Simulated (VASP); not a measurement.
# Ge (Cmmm) in VASP: a series of runs

The runs below take Ge through single point, with PBEsol.

Everything below comes from runs of VASP 6.6.1. Logs are shortened: lines on timing, memory, paths and dates and some standing lists are left out, and cuts for length are marked.

## Step 1: The cell of the first run

The structure is orthorhombic, space group Cmmm (No. 65). Conventional cell: a = 2.794 Å, b = 5.201 Å, c = 2.698 Å, α = 90.00°, β = 90.00°, γ = 90.00°. Within 3.6 Å of Ge (site symmetry mmm) lie 8 Ge at 2.70 to 2.95 Å.

## Step 2: Single point, PBEsol

The input, INCAR:

```
ALGO     = Normal         # electronic algorithm
EDIFF    = 1E-6           # SCF threshold, eV
ENCUT    = 520            # plane-wave cutoff, eV
GGA      = PS             # functional
ISIF     = 2              # what is computed and relaxed
ISMEAR   = 1              # smearing method
LASPH    = T              # aspherical terms in the spheres
LCHARG   = F              # write CHGCAR
LREAL    = F              # projectors in reciprocal space
LWAVE    = F              # write WAVECAR
NBANDS   = 13             # bands
NELM     = 100            # most SCF steps
PREC     = Accurate       # precision mode
SIGMA    = 0.1            # smearing width, eV
```

The input, KPOINTS:

```
k-points
0
Gamma
  3 3 3
```

The input, POSCAR:

```
Ge
1.0
    1.3971490000     -2.6005160000      0.0000000000
    1.3971490000      2.6005160000      0.0000000000
    0.0000000000      0.0000000000      2.6982310000
Ge
1
Direct
    0.5000000000      0.5000000000      0.0000000000
```

Potentials or basis: VASP PAW PBE potentials, release 64 (Ge_d).

Run with:

```sh
cat potpaw_PBE.64/Ge_d/POTCAR > POTCAR
mpirun -np 1 vasp_std > vasp.out
```

OUTCAR:

```text
EDIFF = 1E-6
   ENCUT = 520
   GGA = PS
   ISIF = 2
   ISMEAR = 1
   LASPH = T
   LREAL = F
   NELM = 100
   PREC = Accurate

 ion  position               nearest neighbor table
   1  0.500  0.500  0.000-

  LATTYP: Found a base centered orthorhombic cell.
 ALAT       =     2.7942980000
 B/A-ratio  =     1.8613018368
 C/A-ratio  =     0.9656203454

  Lattice vectors:

 A1 = (   1.3971490000,  -2.6005160000,   0.0000000000)
 A2 = (   1.3971490000,   2.6005160000,   0.0000000000)
 A3 = (   0.0000000000,   0.0000000000,   2.6982310000)

Analysis of symmetry for initial positions (statically):
=====================================================================
 Subroutine PRICEL returns:
 Original cell was already a primitive cell.

 Routine SETGRP: Setting up the symmetry group for a
 base centered orthorhombic supercell.

 Subroutine GETGRP returns: Found  8 space group operations
 (whereof  8 operations were pure point group operations)
 out of a pool of  8 trial point group operations.

The static configuration has the point symmetry D_2h.

Analysis of symmetry for dynamics (positions and initial velocities):
=====================================================================
 Subroutine PRICEL returns:
 Original cell was already a primitive cell.

 Routine SETGRP: Setting up the symmetry group for a
 base centered orthorhombic supercell.

 Subroutine GETGRP returns: Found  8 space group operations
 (whereof  8 operations were pure point group operations)
 out of a pool of  8 trial point group operations.

The dynamic configuration has the point symmetry D_2h.

 Subroutine INISYM returns: Found  8 space group operations
 (whereof  8 operations are pure point group operations),
 and found     1 'primitive' translations

----------------------------------------------------------------------------------------

                                     Primitive cell

  volume of cell :      19.6070

  direct lattice vectors                    reciprocal lattice vectors
     1.397149000 -2.600516000  0.000000000     0.357871637 -0.192269534  0.000000000
     1.397149000  2.600516000  0.000000000     0.357871637  0.192269534  0.000000000
     0.000000000  0.000000000  2.698231000     0.000000000  0.000000000  0.370613191

  length of vectors
     2.952068562  2.952068562  2.698231000     0.406250763  0.406250763  0.370613191

  position of ions in fractional coordinates (direct lattice)
     0.500000000  0.500000000  0.000000000

  ion indices of the primitive-cell ions
   primitive index   ion index
                 1           1

----------------------------------------------------------------------------------------

 KPOINTS: k-points

Automatic generation of k-mesh.
 Grid dimensions read from file:
 generate k-points for:    3    3    3

 Generating k-lattice:

  Cartesian coordinates                     Fractional coordinates (reciprocal lattice)
     0.119290546 -0.064089845  0.000000000     0.333333333  0.000000000  0.000000000
     0.119290546  0.064089845  0.000000000     0.000000000  0.333333333  0.000000000
     0.000000000  0.000000000  0.123537730     0.000000000  0.000000000  0.333333333

  Length of vectors
     0.135416921  0.135416921  0.123537730

  Shift w.r.t. Gamma in fractional coordinates (k-lattice)
     0.000000000  0.000000000  0.000000000

 Subroutine IBZKPT returns following result:
 ===========================================

 Found      8 irreducible k-points:

 Following reciprocal coordinates:
            Coordinates               Weight
  0.000000  0.000000  0.000000      1.000000
  0.333333  0.000000  0.000000      4.000000
  0.333333  0.333333  0.000000      2.000000
 -0.333333  0.333333  0.000000      2.000000
  0.000000  0.000000  0.333333      2.000000
  0.333333  0.000000  0.333333      8.000000
  0.333333  0.333333  0.333333      4.000000
 -0.333333  0.333333  0.333333      4.000000
   k-points           NKPTS =      8   k-points in BZ     NKDIM =      8   number of bands    NBANDS=     13
   number of dos      NEDOS =    301   number of ions     NIONS =      1
   total plane-waves  NPLWV =  11520
   dimension x,y,z NGX =    24 NGY =   24 NGZ =   20
   dimension x,y,z NGXF=    48 NGYF=   48 NGZF=   40
   ions per type =               1
   NGX,Y,Z   is equivalent  to a cutoff of  13.52, 13.52, 12.32 a.u.
   NGXF,Y,Z  is equivalent  to a cutoff of  27.03, 27.03, 24.65 a.u.
 SYSTEM =  unknown system
   PREC   = accura    normal or accurate (medium, high low for compatibility)
   ISTART =      0    job   : 0-new  1-cont  2-samecut
   ICHARG =      2    charge: 1-file 2-atom 10-const
   ISPIN  =      1    spin polarized calculation?
   LNONCOLLINEAR =      F non collinear calculations
   LSORBIT =      F    spin-orbit coupling
   LASPH  =      T    aspherical Exc in radial PAW
   ENCUT  =  520.0 eV  38.22 Ry    6.18 a.u.   5.49  5.49  5.02*2*pi/ulx,y,z
   NELM   =    100;   NELMIN=  2; NELMDL= -5     # of ELM steps
[... 58 lines left out ...]
      1     -18.7481      2.00000
      2     -18.6058      2.00000
      3     -18.5554      2.00000
      4     -18.5056      2.00000
      5     -18.5040      2.00000
      6      -6.8173      2.00000
      7      12.6632      0.00000
      8      13.1925      0.00000
      9      14.6586      0.00000
     10      16.1997      0.00000
     11      18.5677      0.00000
     12      20.8573      0.00000
     13      21.1249      0.00000

 k-point     2 :       0.3333    0.0000    0.0000
  band No.  band energies     occupation
      1     -18.7036      2.00000
      2     -18.5859      2.00000
      3     -18.5446      2.00000
      4     -18.5140      2.00000
      5     -18.4958      2.00000
      6      -4.1557      2.00000
      7       4.4489      2.00000
      8      10.1503      0.00000
      9      14.2624      0.00000
     10      15.0464      0.00000
     11      19.4464      0.00000
     12      25.5481      0.00000
     13      25.7738      0.00000

 k-point     3 :       0.3333    0.3333    0.0000
  band No.  band energies     occupation
      1     -18.6799      2.00000
      2     -18.5444      2.00000
      3     -18.5395      2.00000
      4     -18.5318      2.00000
      5     -18.5214      2.00000
      6      -1.1260      2.00000
      7       2.8209      2.00000
      8       2.8904      2.00000
      9      16.9457      0.00000
     10      22.6506      0.00000
     11      23.7539      0.00000
     12      24.5676      0.00000
     13      24.5682      0.00000

 k-point     4 :      -0.3333    0.3333    0.0000
  band No.  band energies     occupation
      1     -18.7279      2.00000
      2     -18.5959      2.00000
      3     -18.5355      2.00000
      4     -18.5098      2.00000
      5     -18.4917      2.00000
      6      -4.4990      2.00000
      7       3.6441      2.00000
      8      11.8563      0.00000
      9      14.6837      0.00000
     10      15.7051      0.00000
     11      19.2928      0.00000
     12      24.8992      0.00000
     13      25.4320      0.00000

 k-point     5 :       0.0000    0.0000    0.3333
  band No.  band energies     occupation
      1     -18.6156      2.00000
      2     -18.5783      2.00000
      3     -18.5569      2.00000
      4     -18.5533      2.00000
      5     -18.5488      2.00000
      6      -4.6738      2.00000
      7       3.1058      2.00000
      8      15.0566      0.00000
      9      16.5241      0.00000
     10      20.1890      0.00000
     11      21.9204      0.00000
     12      23.0694      0.00000
     13      23.5970      0.00000

 k-point     6 :       0.3333    0.0000    0.3333
  band No.  band energies     occupation
      1     -18.6104      2.00000
      2     -18.5976      2.00000
      3     -18.5681      2.00000
      4     -18.5189      2.00000
      5     -18.4908      2.00000
      6      -2.0231      2.00000
      7       5.3002      0.74999
      8       6.8801     -0.00000
      9      12.0275      0.00000
     10      14.8197      0.00000
     11      16.5354      0.00000
     12      21.7590      0.00000
     13      23.1839      0.00000

 k-point     7 :       0.3333    0.3333    0.3333
  band No.  band energies     occupation
      1     -18.6090      2.00000
      2     -18.5949      2.00000
      3     -18.5318      2.00000
      4     -18.5156      2.00000
      5     -18.5105      2.00000
      6       1.0504      2.00000
      7       4.7861      2.00000
      8       4.8251      2.00000
      9       8.1527      0.00000
     10      13.6167      0.00000
     11      13.8125      0.00000
     12      26.2957      0.00000
     13      27.7046      0.00000

 k-point     8 :      -0.3333    0.3333    0.3333
  band No.  band energies     occupation
      1     -18.6371      2.00000
      2     -18.6005      2.00000
      3     -18.5612      2.00000
      4     -18.5153      2.00000
      5     -18.4869      2.00000
      6      -2.3627      2.00000
      7       4.9429      2.00001
      8       6.0491     -0.00000
      9      13.7369      0.00000
     10      14.1129      0.00000
     11      18.0548      0.00000
     12      23.6217      0.00000
     13      24.4628      0.00000

------------------------ aborting loop because EDIFF is reached ----------------------------------------

  FORCE on cell =-STRESS in cart. coord.  units (eV):
  Direction    XX          YY          ZZ          XY          YZ          ZX
  --------------------------------------------------------------------------------------
  -------------------------------------------------------------------------------------
  Total       -0.1399619     -1.3489136     -0.8584027      0.0000000      0.0000000      0.0000000
  in kB      -11.4369174   -110.2258232    -70.1439613      0.0000000      0.0000000      0.0000000
  external PRESSURE =     -63.9355673 kB  Pullay stress =       0.0000000 kB

 VOLUME and BASIS-vectors are now :
 -----------------------------------------------------------------------------
  energy-cutoff  :      520.00
  volume of cell :       19.61
      direct lattice vectors                 reciprocal lattice vectors
     1.397149000 -2.600516000  0.000000000     0.357871637 -0.192269534  0.000000000
     1.397149000  2.600516000  0.000000000     0.357871637  0.192269534  0.000000000
     0.000000000  0.000000000  2.698231000     0.000000000  0.000000000  0.370613191

 POSITION                                       TOTAL-FORCE (eV/Angst)
 -----------------------------------------------------------------------------------
      1.39715      0.00000      0.00000        -0.000000      0.000000      0.000000
 -----------------------------------------------------------------------------------
    total drift:                               -0.000000     -0.000000     -0.000000

  FREE ENERGIE OF THE ION-ELECTRON SYSTEM (eV)
  ---------------------------------------------------
  free  energy   TOTEN  =        -4.0424787727 eV

  energy  without entropy=       -4.0346716373  energy(sigma->0) =       -4.03987639
```

Wall time 2.9 s (1 thread of Intel Xeon Platinum 8488C (Sapphire Rapids), shared host); peak memory 0.12 GiB.

What came out:

- Free energy: -4.0425 eV
- Pressure: -6.4 GPa
- Band gap on the k mesh: zero (band 7 reaches 12.66 eV, above the bottom of band 8 at 2.89 eV)

Caveat: the k points lie up to 0.85 Å⁻¹ apart; the PAW data sets were made with another functional, which shifts forces and pressure a little.

## Step 3: Single point, PBEsol

The input, INCAR:

```
SYSTEM = Ge
  PREC = Accurate
  ENCUT = 520
  EDIFF = 1E-7
  ISMEAR = 1
  SIGMA = 0.1
  LREAL = .False.
  LASPH = .True.
  NELM = 100
  ALGO = Normal
  ISIF = 2
  LWAVE = .False.
  LCHARG = .False.
  GGA = PS
  NBANDS = 13
```

The input, KPOINTS:

```
Automatic mesh
0
Gamma
  4 4 4
  0 0 0
```

POSCAR is that of step 2.

Potentials or basis: VASP PAW PBE potentials, release 64 (Ge_d).

Run with:

```sh
cat potpaw_PBE.64/Ge_d/POTCAR > POTCAR
mpirun -np 1 vasp_std > vasp.out
```

Wall time 4.4 s (1 thread of Intel Xeon Platinum 8488C (Sapphire Rapids), shared host); peak memory 0.13 GiB.

The run converged. Its results:

```yaml
Free_energy: -4.4738 eV
Pressure: -2.3 GPa
Band_gap_on_the_k_mesh: zero (band 7 reaches 12.72 eV, above the bottom of band 8 at 3.82 eV)
```

Stress tensor (GPa, compression positive):
```
 -1.73   0.00   0.00
  0.00   8.76   0.00
  0.00   0.00 -13.94
```

Levels at points of the mesh, in eV from the Fermi level:
```csv
k point,band 5,band 6,band 7,band 8,band 9,band 10
"(0.00, 0.00, 0.00)",-24.85,-13.30,6.22,6.69,8.22,9.74
"(0.50, 0.00, 0.00)",-24.86,-8.24,-5.71,3.01,7.03,10.08
"(0.50, 0.50, 0.00)",-24.85,-9.09,-5.95,4.79,8.72,9.43
"(0.00, 0.00, 0.50)",-24.89,-9.51,-6.14,9.52,11.05,15.62
"(0.50, 0.00, 0.50)",-24.78,-4.08,-2.64,-2.05,3.18,5.89
"(0.50, 0.50, 0.50)",-24.81,-5.03,-2.82,-2.69,2.79,7.68
```

Caveat: the k points lie up to 0.64 Å⁻¹ apart; the PAW data sets were made with another functional, which shifts forces and pressure a little.

## Step 4: Single point, PBEsol

The input, INCAR:

```
SYSTEM = Ge
ALGO = Normal ; EDIFF = 1E-6
ENCUT = 520 ; GGA = PS
ISIF = 2 ; ISMEAR = 1
LASPH = .True. ; LCHARG = .False.
LREAL = .False. ; LWAVE = .False.
NBANDS = 13 ; NELM = 100
PREC = Accurate ; SIGMA = 0.1
```

The input, KPOINTS:

```
k-points
0
Gamma
  5 5 5
  0 0 0
```

POSCAR is that of step 3.

Run with:

```sh
cat potpaw_PBE.64/Ge_d/POTCAR > POTCAR
mpirun -np 1 vasp_std > vasp.out
```

It took 5.6 s on 1 thread of Intel Xeon Platinum 8488C (Sapphire Rapids), shared host; peak memory 0.13 GiB.

The run converged. Its results:

- Free energy: -4.7040 eV
- Pressure: -1.5 GPa
- Band gap on the k mesh: zero (band 7 reaches 12.74 eV, above the bottom of band 8 at 5.02 eV)

Stress tensor (GPa, compression positive):
```
-5.71  0.00  0.00
 0.00  4.26  0.00
 0.00  0.00 -3.12
```

Levels at points of the mesh, in eV from the Fermi level:
```csv
k point,band 3,band 4,band 5,band 6,band 7,band 8,band 9,band 10,band 11,band 12
"(0.00, 0.00, 0.00)",-24.33,-24.23,-24.21,-12.70,6.82,7.30,8.81,10.34,12.64,15.00
```

Caveat: the k points lie up to 0.51 Å⁻¹ apart; the PAW data sets were made with another functional, which shifts forces and pressure a little.

## Step 5: Single point, PBEsol

The input, INCAR:

```
PREC = Accurate
ENCUT = 520
EDIFF = 1E-6
ISMEAR = 1
SIGMA = 0.1
LREAL = False
LASPH = True
NELM = 80
ALGO = Normal
ISIF = 2
LWAVE = False
LCHARG = False
GGA = PS
NBANDS = 13
```

The input, KPOINTS:

```
Automatic mesh
0
Gamma
  6 6 6
```

POSCAR is that of step 4.

Run with:

```sh
cat potpaw_PBE.64/Ge_d/POTCAR > POTCAR
mpirun -np 1 vasp_std > vasp.out
```

It took 8.3 s on 1 thread of Intel Xeon Platinum 8488C (Sapphire Rapids), shared host; peak memory 0.13 GiB.

The run converged. Its results:

```
Free energy            : -4.7522 eV
Pressure               : -4.1 GPa
Band gap on the k mesh : zero (band 7 reaches 12.72 eV, above the bottom of band 8 at 2.89 eV)
```

Stress tensor (GPa, compression positive):
```
 -5.41   0.00   0.00
  0.00 -10.09   0.00
  0.00   0.00   3.20
```

Levels at points of the mesh, in eV from the Fermi level:
```tsv
k point	band 4	band 5	band 6	band 7	band 8	band 9	band 10	band 11
(0.00, 0.00, 0.00)	-24.69	-24.67	-13.11	6.40	6.89	8.39	9.93	12.23
(0.50, 0.00, 0.00)	-24.70	-24.68	-8.06	-5.53	3.20	7.22	10.26	16.16
(0.50, 0.50, 0.00)	-24.69	-24.68	-8.92	-5.75	4.97	8.90	9.60	15.51
(0.00, 0.00, 0.50)	-24.74	-24.71	-9.32	-5.97	9.72	11.22	15.79	15.82
(0.50, 0.00, 0.50)	-24.68	-24.60	-3.89	-2.46	-1.88	3.36	6.08	11.40
(0.50, 0.50, 0.50)	-24.69	-24.62	-4.85	-2.61	-2.52	2.97	7.86	13.21
```

Caveat: the k points lie up to 0.43 Å⁻¹ apart; the PAW data sets were made with another functional, which shifts forces and pressure a little.

## Step 6: Single point, PBEsol

The input, INCAR:

```
PREC     = Accurate       # precision mode
ENCUT    = 520            # plane-wave cutoff, eV
EDIFF    = 1E-6           # SCF threshold, eV
ISMEAR   = 1              # smearing method
SIGMA    = 0.1            # smearing width, eV
LREAL    = F              # projectors in reciprocal space
LASPH    = T              # aspherical terms in the spheres
NELM     = 100            # most SCF steps
ALGO     = Normal         # electronic algorithm
ISIF     = 2              # what is computed and relaxed
LWAVE    = F              # write WAVECAR
LCHARG   = F              # write CHGCAR
GGA      = PS             # functional
NBANDS   = 13             # bands
```

The input, KPOINTS:

```
regular mesh
0
Gamma
  8 8 7
```

POSCAR is that of step 5.

Potentials or basis: VASP PAW PBE potentials, release 64 (Ge_d).

Run with:

```sh
cat potpaw_PBE.64/Ge_d/POTCAR > POTCAR
mpirun -np 1 vasp_std > vasp.out
```

Wall time 9.1 s (1 thread of Intel Xeon Platinum 8488C (Sapphire Rapids), shared host); peak memory 0.14 GiB.

The run converged. Its results:

| Item | Value |
| --- | --- |
| Free energy | -4.7220 eV |
| Pressure | -4.4 GPa |
| Band gap on the k mesh | zero (band 7 reaches 12.72 eV, above the bottom of band 8 at 4.11 eV) |

Stress tensor (GPa, compression positive):
```
-2.89  0.00  0.00
 0.00 -6.67  0.00
 0.00  0.00 -3.53
```

Levels at points of the mesh, in eV from the Fermi level:
| k point | band 3 | band 4 | band 5 | band 6 | band 7 | band 8 | band 9 | band 10 | band 11 | band 12 |
| --- | --- | --- | --- | --- | --- | --- | --- | --- | --- | --- |
| (0.00, 0.00, 0.00) | -24.29 | -24.19 | -24.17 | -12.61 | 6.91 | 7.39 | 8.89 | 10.44 | 12.74 | 15.10 |
| (0.50, 0.00, 0.00) | -24.23 | -24.20 | -24.20 | -7.54 | -5.04 | 3.70 | 7.72 | 10.78 | 16.67 | 16.81 |
| (0.50, 0.50, 0.00) | -24.23 | -24.21 | -24.18 | -8.41 | -5.25 | 5.47 | 9.40 | 10.12 | 16.02 | 16.38 |

Caveat: the PAW data sets were made with another functional, which shifts forces and pressure a little.

## Step 7: The runs side by side

```csv
k mesh,gap on the mesh (eV),pressure (GPa)
3 × 3 × 3,none,-6.4
4 × 4 × 4,none,-2.3
5 × 5 × 5,none,-1.5
6 × 6 × 6,none,-4.1
8 × 8 × 7,none,-4.4
```

Alike in all rows: task single point; level PBEsol; potentials or basis VASP PAW PBE potentials, release 64 (Ge_d); no spin polarisation; cell as given; cutoff (eV) 520; smearing methfessel-paxton 0.1 eV.

Caveats: some runs use coarse meshes; the PAW data sets were made with another functional, which shifts forces and pressure a little.

Total energies depend on the potentials used, so only differences within one code and one set of settings carry meaning.
